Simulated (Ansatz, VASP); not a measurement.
# Cu: VASP beside Ansatz

```xyz
1
Lattice="0.0000 1.8075 1.8346 1.8075 0.0000 1.8346 1.8075 1.8075 0.0000" Properties=species:S:1:pos:R:3 pbc="T T T"
Cu    0.0000    0.0000    0.0000
```

Change from the starting cell: strain +0.000 along x and y, +0.015 along z, atoms carried along.

Alike in both runs: task single point; functional PBE; k mesh 22 × 22 × 22; occupations gaussian, width 0.15 eV; no spin polarisation.

```csv
,VASP,Ansatz
version,VASP 6.6.1,Ansatz 0.2.0
potentials or method,"VASP PAW PBE potentials, release 64 (Cu), cutoff 520 eV","scalar-relativistic, plane waves, PAW"
valence electrons in the cell,11,19
```

|  | VASP | Ansatz | Ansatz less VASP |
| --- | --- | --- | --- |
| gap on the k mesh at the Fermi level (eV) | none | none | - |
| pressure (GPa) | 0.2 | -0.4 | -0.55 |
| traceless stress, the component that is largest in VASP (GPa) | -0.58 | -0.60 | -0.010 |

A gap of «none» marks a metal or a gap that the smearing closes. VASP's potentials hold 11 valence electrons a cell and Ansatz's 19, so a difference there can come from the potentials and not from the codes.
